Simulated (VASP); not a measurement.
# Cu in VASP: single point with PBEsol

Aim: the single point of Cu with PBEsol.

All numbers are computed with VASP 6.6.1; they aren't measurements. Logs are shortened: lines on timing, memory, paths and dates and some standing lists are left out, and cuts for length are marked.

### 1 The cell of the first run

The cell holds a slab with vacuum, 12 atoms: a = 5.105 Å, b = 5.105 Å, c = 15.168 Å, α = 90.00°, β = 90.00°, γ = 60.00°.

### 2 Single point, PBEsol

INCAR reads:

```
SYSTEM = Cu
PREC = Accurate
ENCUT = 520
EDIFF = 1E-6
ISMEAR = -1
SIGMA = 0.15
LREAL = .False.
LASPH = .True.
NELM = 60
ALGO = Normal
ISIF = 2
LWAVE = .False.
LCHARG = .True.
GGA = PS
LELF = .True.
LVHAR = .True.
NBANDS = 78
```

KPOINTS reads:

```
Automatic mesh
0
Gamma
  2 2 1
  0 0 0
```

POSCAR reads:

```
Cu
1.0
    5.1053109883      0.0000002887      0.0000000000
    2.5526552442      4.4213291544      0.0000000000
    0.0000000000      0.0000000000     15.1684690000
Cu
12
Direct
    0.1666666667      0.1666666667      0.0659262167
    0.6666666667      0.1666666667      0.0659262167
    0.1666666667      0.6666666667      0.0659262167
    0.6666666667      0.6666666667      0.0659262167
   -0.1666666667      0.3333333333      0.1965731391
    0.3333333333      0.3333333333      0.1965731391
   -0.1666666667      0.8333333333      0.1965731391
    0.3333333333      0.8333333333      0.1965731391
    0.0000000000      0.0000000000      0.3272458541
    0.5000000000      0.0000000000      0.3272458541
    0.0000000000      0.5000000000      0.3272458541
    0.5000000000      0.5000000000      0.3272458541
```

Potentials or basis: VASP PAW PBE potentials, release 64 (Cu).

The run is started by

```bash
$ cat potpaw_PBE.64/Cu/POTCAR > POTCAR
$ mpirun -np 1 vasp_std > vasp.out
```

OUTCAR:

```text
SYSTEM = Cu
   PREC = Accurate
   ENCUT = 520
   EDIFF = 1E-6
   ISMEAR = -1
   LREAL = .False.
   LASPH = .True.
   NELM = 60
   ISIF = 2
   GGA = PS

 ion  position               nearest neighbor table
   1  0.167  0.167  0.066-   6 2.47   5 2.47   8 2.47   4 2.55   4 2.55   2 2.55   2 2.55   3 2.55
                             3 2.55
   2  0.667  0.167  0.066-   5 2.47   6 2.47   7 2.47   3 2.55   3 2.55   1 2.55   1 2.55   4 2.55
                             4 2.55
   3  0.167  0.667  0.066-   8 2.47   7 2.47   6 2.47   2 2.55   2 2.55   4 2.55   4 2.55   1 2.55
                             1 2.55
   4  0.667  0.667  0.066-   7 2.47   8 2.47   5 2.47   1 2.55   1 2.55   3 2.55   3 2.55   2 2.55
                             2 2.55
   5  0.833  0.333  0.197-   2 2.47   1 2.47   4 2.47  12 2.47   9 2.47  11 2.47   8 2.55   8 2.55
                             6 2.55   6 2.55   7 2.55   7 2.55
   6  0.333  0.333  0.197-   1 2.47   2 2.47   3 2.47  11 2.47  10 2.47  12 2.47   7 2.55   7 2.55
                             5 2.55   5 2.55   8 2.55   8 2.55
   7  0.833  0.833  0.197-   4 2.47   3 2.47   2 2.47  10 2.47  11 2.47   9 2.47   6 2.55   6 2.55
                             8 2.55   8 2.55   5 2.55   5 2.55
   8  0.333  0.833  0.197-   3 2.47   4 2.47   1 2.47   9 2.47  12 2.47  10 2.47   5 2.55   5 2.55
                             7 2.55   7 2.55   6 2.55   6 2.55
   9  0.000  0.000  0.327-   8 2.47   5 2.47   7 2.47  12 2.55  12 2.55  10 2.55  10 2.55  11 2.55
                            11 2.55
  10  0.500  0.000  0.327-   7 2.47   6 2.47   8 2.47  11 2.55  11 2.55   9 2.55   9 2.55  12 2.55
                            12 2.55
  11  0.000  0.500  0.327-   6 2.47   7 2.47   5 2.47  10 2.55  10 2.55  12 2.55  12 2.55   9 2.55
                             9 2.55
  12  0.500  0.500  0.327-   5 2.47   8 2.47   6 2.47   9 2.55   9 2.55  11 2.55  11 2.55  10 2.55
                            10 2.55

  LATTYP: Found a hexagonal cell.
 ALAT       =     5.1053109883
 C/A-ratio  =     2.9711155765

  Lattice vectors:

 A1 = (  -2.5526552442,  -4.4213291544,   0.0000000000)
 A2 = (   5.1053109883,   0.0000002887,   0.0000000000)
 A3 = (   0.0000000000,   0.0000000000,  15.1684690000)

Analysis of symmetry for initial positions (statically):
=====================================================================
 Subroutine PRICEL returns following result:

  LATTYP: Found a hexagonal cell.
 ALAT       =     2.5526554942
 C/A-ratio  =     5.9422311529

  Lattice vectors:

 A1 = (  -1.2763276221,  -2.2106645772,   0.0000000000)
 A2 = (   2.5526554942,   0.0000001443,   0.0000000000)
 A3 = (   0.0000000000,   0.0000000000,  15.1684690000)

   4 primitive cells build up your supercell.

 Routine SETGRP: Setting up the symmetry group for a
 hexagonal supercell.

 Subroutine GETGRP returns: Found  6 space group operations
 (whereof  6 operations were pure point group operations)
 out of a pool of 24 trial point group operations.

The static configuration has the point symmetry C_3v.

Analysis of symmetry for dynamics (positions and initial velocities):
=====================================================================
 Subroutine PRICEL returns following result:

  LATTYP: Found a hexagonal cell.
 ALAT       =     2.5526554942
 C/A-ratio  =     5.9422311529

  Lattice vectors:

 A1 = (  -1.2763276221,  -2.2106645772,   0.0000000000)
 A2 = (   2.5526554942,   0.0000001443,   0.0000000000)
 A3 = (   0.0000000000,   0.0000000000,  15.1684690000)

   4 primitive cells build up your supercell.

 Routine SETGRP: Setting up the symmetry group for a
 hexagonal supercell.

 Subroutine GETGRP returns: Found  6 space group operations
 (whereof  6 operations were pure point group operations)
 out of a pool of 24 trial point group operations.

The dynamic configuration has the point symmetry C_3v.

 Subroutine INISYM returns: Found  6 space group operations
 (whereof  6 operations are pure point group operations),
 and found     4 'primitive' translations

----------------------------------------------------------------------------------------

                                     Primitive cell

  volume of cell :      85.5967

  direct lattice vectors                    reciprocal lattice vectors
    -1.276327622 -2.210664577  0.000000000     0.000000026 -0.452352674  0.000000000
     2.552655494  0.000000144  0.000000000     0.391748920 -0.226176315  0.000000000
     0.000000000  0.000000000 15.168469000     0.000000000  0.000000000  0.065926232

  length of vectors
     2.552655494  2.552655494 15.168469000     0.452352674  0.452352674  0.065926232

  position of ions in fractional coordinates (direct lattice)
     0.666666667  0.333333333  0.065926217
     0.333333333  0.666666667  0.196573139
     0.000000000  0.000000000  0.327245854

  ion indices of the primitive-cell ions
   primitive index   ion index
                 1           1
                 2           6
                 3           9

----------------------------------------------------------------------------------------

 KPOINTS: Automatic mesh

Automatic generation of k-mesh.
 Grid dimensions read from file:
 generate k-points for:    2    2    1

 Generating k-lattice:

  Cartesian coordinates                     Fractional coordinates (reciprocal lattice)
     0.097937230 -0.056544079  0.000000000     0.500000000  0.000000000  0.000000000
    -0.000000006  0.113088168  0.000000000    -0.000000000  0.500000000  0.000000000
     0.000000000  0.000000000  0.065926232     0.000000000  0.000000000  1.000000000

  Length of vectors
     0.113088168  0.113088168  0.065926232

  Shift w.r.t. Gamma in fractional coordinates (k-lattice)
     0.000000000  0.000000000  0.000000000

 Subroutine IBZKPT returns following result:
 ===========================================

 Found      2 irreducible k-points:

 Following reciprocal coordinates:
            Coordinates               Weight
  0.000000  0.000000  0.000000      1.000000
  0.500000  0.000000  0.000000      3.000000
   k-points           NKPTS =      2   k-points in BZ     NKDIM =      2   number of bands    NBANDS=     78
   number of dos      NEDOS =    301   number of ions     NIONS =     12
   total plane-waves  NPLWV = 192000
   dimension x,y,z NGX =    40 NGY =   40 NGZ =  120
   dimension x,y,z NGXF=    80 NGYF=   80 NGZF=  240
   ions per type =              12
   NGX,Y,Z   is equivalent  to a cutoff of  13.03, 13.03, 13.15 a.u.
   NGXF,Y,Z  is equivalent  to a cutoff of  26.05, 26.05, 26.30 a.u.
 SYSTEM =  Cu
   PREC   = accura    normal or accurate (medium, high low for compatibility)
   ISTART =      0    job   : 0-new  1-cont  2-samecut
   ICHARG =      2    charge: 1-file 2-atom 10-const
   ISPIN  =      1    spin polarized calculation?
   LNONCOLLINEAR =      F non collinear calculations
   LSORBIT =      F    spin-orbit coupling
   LASPH  =      T    aspherical Exc in radial PAW
   ENCUT  =  520.0 eV  38.22 Ry    6.18 a.u.   9.49  9.49 28.20*2*pi/ulx,y,z
   NELM   =     60;   NELMIN=  2; NELMDL= -5     # of ELM steps
   EDIFF  = 0.1E-05   stopping-criterion for ELM
   LREAL  =      F    real-space projection
   EDIFFG = 0.1E-04   stopping-criterion for IOM
   NSW    =      0    number of steps for IOM
   IBRION =     -1    ionic relax: 0-MD 1-quasi-New 2-CG
   NFREE  =      0    steps in history (QN), initial steepest desc. (CG)
   ISIF   =      2    stress and relaxation
   ISYM   =      2    0-nonsym 1-usesym 2-fastsym
   POTIM  = 0.5000    time-step for ionic-motion
   TEBEG  =    0.0;   TEEND  =   0.0 temperature during run
   PSTRESS=    0.0 pullay stress
   NELECT =     132.0000    total number of electrons
   NUPDOWN=      -1.0000    fix difference up-down
   EMIN   =  10.00;   EMAX   =-10.00  energy-range for DOS
   EFERMI =   0.00;   METHOD = LEGACY
   ISMEAR =    -1;   SIGMA  =   0.15  broadening in eV -4-tet -1-fermi 0-gaus
   EFERMI_NEDOS =   21; number of points for ismear=-14 and -15
   IALGO  =     38    algorithm
   IMIX   =      4    mixing-type and parameters
     AMIX     =   0.40;   BMIX     =  1.00
     AMIX_MAG =   1.60;   BMIX_MAG =  1.00
  volume/ion in A,a.u.               =      28.53       192.54
  Fermi-wavevector in a.u.,A,eV,Ry     =   1.191500  2.251608 19.315799  1.419671
  Thomas-Fermi vector in A             =   2.327560
   LORBIT       =      0    0 simple, 1 ext, 2 COOP (PROOUT), +10 PAW based schemes
   GGA     = PS    functional components
   LHFCALC =     F    Hartree Fock is set to
   AEXX    =    0.0000 exact exchange contribution
   IVDW    =     0    specifies the selected vdW correction
   LEPSILON=     F    determine dielectric tensor
   LRPA    =     F    only Hartree local field effects (RPA)
 non-spin polarized calculation
  energy-cutoff  :      520.00
  volume of cell :      342.39
 maximum number of plane-waves:      9249
 NGX is ok and might be reduce to    40
   NGX = 19   NGY = 19   NGZ = 57

 number of electron     132.0000034 magnetization

 Free energy of the ion-electron system (eV)
  ---------------------------------------------------
  ext. energy  EPLUGINS =         0.00000000
  ---------------------------------------------------
  free energy    TOTEN  =       -45.80237421 eV

  energy without entropy =      -45.22587965  energy(sigma->0) =      -45.51412693

 E-fermi :   0.4512     XC(G=0):  -6.4179

 val. band max:        0.3160916094   @ k =   0.0000   0.0000   0.0000
 cond. band min:       0.7022845889   @ k =   0.5000   0.0000   0.0000
 fundamental gap:      0.3861929794
 Fermi energy:         0.4512248687

 k-point     1 :       0.0000    0.0000    0.0000
  band No.  band energies     occupation
      1      -8.5571      2.00000
      2      -6.5189      2.00000
      3      -4.9729      2.00000
      4      -4.5957      2.00000
      5      -4.5957      2.00000
      6      -4.5957      2.00000
[... 70 lines left out ...]
     77       4.8510      0.00000
     78       5.7228      0.00000

 k-point     2 :       0.5000    0.0000    0.0000
  band No.  band energies     occupation
      1      -6.7105      2.00000
      2      -6.7105      2.00000
      3      -4.9814      2.00000
      4      -4.9814      2.00000
      5      -4.3927      2.00000
      6      -4.3927      2.00000
[... 70 lines left out ...]
     77       6.9771      0.00000
     78       6.9771      0.00000

------------------------ aborting loop because EDIFF is reached ----------------------------------------

  FORCE on cell =-STRESS in cart. coord.  units (eV):
  Direction    XX          YY          ZZ          XY          YZ          ZX
  --------------------------------------------------------------------------------------
  -------------------------------------------------------------------------------------
  Total       -4.8854156     -4.8854156      0.3231714     -0.0000000      0.0000000      0.0000000
  in kB      -22.8610049    -22.8610049      1.5122608     -0.0000000      0.0000000      0.0000000
  external PRESSURE =     -14.7365830 kB  Pullay stress =       0.0000000 kB

 VOLUME and BASIS-vectors are now :
 -----------------------------------------------------------------------------
  energy-cutoff  :      520.00
  volume of cell :      342.39
      direct lattice vectors                 reciprocal lattice vectors
     5.105310988  0.000000289  0.000000000     0.195874460 -0.113088157  0.000000000
     2.552655244  4.421329154  0.000000000    -0.000000013  0.226176337  0.000000000
     0.000000000  0.000000000 15.168469000     0.000000000  0.000000000  0.065926232

 POSITION                                       TOTAL-FORCE (eV/Angst)
 -----------------------------------------------------------------------------------
      1.27633      0.73689      1.00000        -0.000000     -0.000000     -0.030003
      3.82898      0.73689      1.00000        -0.000000     -0.000000     -0.030003
      2.55266      2.94755      1.00000        -0.000000      0.000000     -0.030003
      5.10531      2.94755      1.00000        -0.000000      0.000000     -0.030003
      5.10531      1.47378      2.98171        -0.000000     -0.000000      0.002716
      2.55266      1.47378      2.98171         0.000000      0.000000      0.002716
      6.38164      3.68444      2.98171         0.000000      0.000000      0.002716
      3.82898      3.68444      2.98171         0.000000      0.000000      0.002716
      0.00000      0.00000      4.96382        -0.000000     -0.000000      0.027286
      2.55266      0.00000      4.96382        -0.000000      0.000000      0.027286
      1.27633      2.21066      4.96382        -0.000000     -0.000000      0.027286
      3.82898      2.21066      4.96382        -0.000000      0.000000      0.027286
 -----------------------------------------------------------------------------------
    total drift:                               -0.000000     -0.000000     -0.002667

  FREE ENERGIE OF THE ION-ELECTRON SYSTEM (eV)
  ---------------------------------------------------
  free  energy   TOTEN  =       -45.8023742147 eV

  energy  without entropy=      -45.2258796542  energy(sigma->0) =      -45.51412693
```

Wall time 2.8 min (1 thread of Intel Xeon Platinum 8259CL at 2.50GHz (Skylake/Cascade Lake), shared host); peak memory 0.42 GiB.

Results:

```
Free energy   : -45.8024 eV
Largest force : 0.030 eV/Å
```

Forces on the atoms (eV/Å):
```
Cu   0.000  0.000 -0.030
Cu   0.000  0.000 -0.030
Cu   0.000  0.000 -0.030
Cu   0.000  0.000 -0.030
Cu   0.000  0.000  0.003
Cu   0.000  0.000  0.003
Cu   0.000  0.000  0.003
Cu   0.000  0.000  0.003
Cu   0.000  0.000  0.027
Cu   0.000  0.000  0.027
Cu   0.000  0.000  0.027
Cu   0.000  0.000  0.027
```

Levels at points of the mesh, in eV from the Fermi level:
| k point | band 64 | band 65 | band 66 | band 67 | band 68 | band 69 |
| --- | --- | --- | --- | --- | --- | --- |
| (0.00, 0.00, 0.00) | -0.23 | -0.23 | -0.23 | -0.14 | 0.94 | 0.94 |
| (0.50, 0.00, 0.00) | -1.67 | -0.22 | -0.22 | 0.25 | 0.25 | 0.92 |

Caveat: the k points lie up to 0.71 Å⁻¹ apart; there is no dipole correction, which matters where the two faces differ; the PAW data sets were made with another functional, which shifts forces and pressure a little.
